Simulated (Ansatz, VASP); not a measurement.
## Al2Cu: VASP beside Ansatz

```
CELL_PARAMETERS angstrom
-2.99651 2.99651 2.51035
2.99651 -2.99651 2.51035
2.99651 2.99651 -2.51035
ATOMIC_POSITIONS crystal
Al 0.15932 0.65932 0.81864
Al 0.65932 0.84068 0.50000
Al 0.84068 0.34068 0.18136
Al 0.34068 0.15932 0.50000
Cu 0.75000 0.75000 0.00000
Cu 0.25000 0.25000 0.00000
```

Alike in both runs: task single point; functional PBEsol; k mesh 10 × 10 × 10; occupations gaussian, width 0.15 eV; no spin polarisation.

|  | VASP | Ansatz |
| --- | --- | --- |
| version | VASP 6.6.1 | Ansatz 0.2.0 |
| potentials or method | VASP PAW PBE potentials, release 64 (Al, Cu), cutoff 520 eV | scalar-relativistic, plane waves, PAW |
| valence electrons in the cell | 34 | 50 |

```csv
,VASP,Ansatz,Ansatz less VASP
gap on the k mesh at the Fermi level (eV),none,none,-
pressure (GPa),-3.6,-3.8,-0.17
"traceless stress, the component that is largest in VASP (GPa)",-3.04,-3.09,-0.045
rms of the force components (eV/Å),0.059,0.060,+0.0009
```

VASP's potentials were made for PBE, not for PBEsol, and Ansatz warns of the same on its side. Atom by atom the forces differ by 0.001 eV/Å (rms over components). A gap of «none» marks a metal or a gap that the smearing closes. VASP's potentials hold 34 valence electrons a cell and Ansatz's 50, so a difference there can come from the potentials and not from the codes.
